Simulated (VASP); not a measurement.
# As: single point with HSE06

Crystal: As.

```
As
1.0
     2.66714    0.00000    0.00000
     0.00000    2.66714    0.00000
     0.00000    0.00000    2.66714
As
1
Direct
  0.50000 0.50000 0.50000
```

This isn't the form of As at room conditions, which is rhombohedral.

```json
{
  "Program": "VASP 6.6.1",
  "Task": "single point",
  "Functional": "HSE06",
  "Potentials or basis": "VASP PAW PBE potentials, release 64 (As)",
  "Cutoff": "520 eV",
  "k mesh": "6 × 6 × 6",
  "Occupations": "fermi-dirac, width 0.05 eV",
  "Spin": "no spin polarisation",
  "Dipole correction": "no",
  "Grid for exact exchange (PRECFOCK)": "Normal",
  "Further INCAR settings": "ALGO = Normal; EDIFF = 1e-06; NBANDS = 8",
  "Share of exact exchange": "0.25",
  "Screening parameter": "0.2079 1/Å"
}
```

| Quantity | Value |
| --- | --- |
| Pressure | 2.1 GPa |
| Band gap on the k mesh | zero (an odd number of electrons rules out a gap without spin polarisation) |

Levels at points of the mesh, in eV from the Fermi level:
| k point | band 1 | band 2 | band 3 | band 4 | band 5 |
| --- | --- | --- | --- | --- | --- |
| (0.00, 0.00, 0.00) | -17.65 | 4.42 | 4.42 | 4.42 | 8.58 |
| (0.50, 0.00, 0.00) | -13.94 | -8.73 | 7.12 | 7.12 | 11.53 |
| (0.50, 0.50, 0.00) | -9.99 | -5.64 | -5.64 | 2.13 | 9.64 |
| (0.50, 0.50, 0.50) | -5.39 | -2.78 | -2.78 | -2.78 | 5.86 |

Wall time 64 s on 1 thread of Intel(R) Xeon(R) 6975P-C (Granite Rapids), on a shared host, peak memory 0.23 GiB.

Caveat: the k points lie up to 0.39 Å⁻¹ apart, too coarse for converged energies and pressures of a metal; the PAW data sets were made with another functional, which shifts forces and pressure a little.
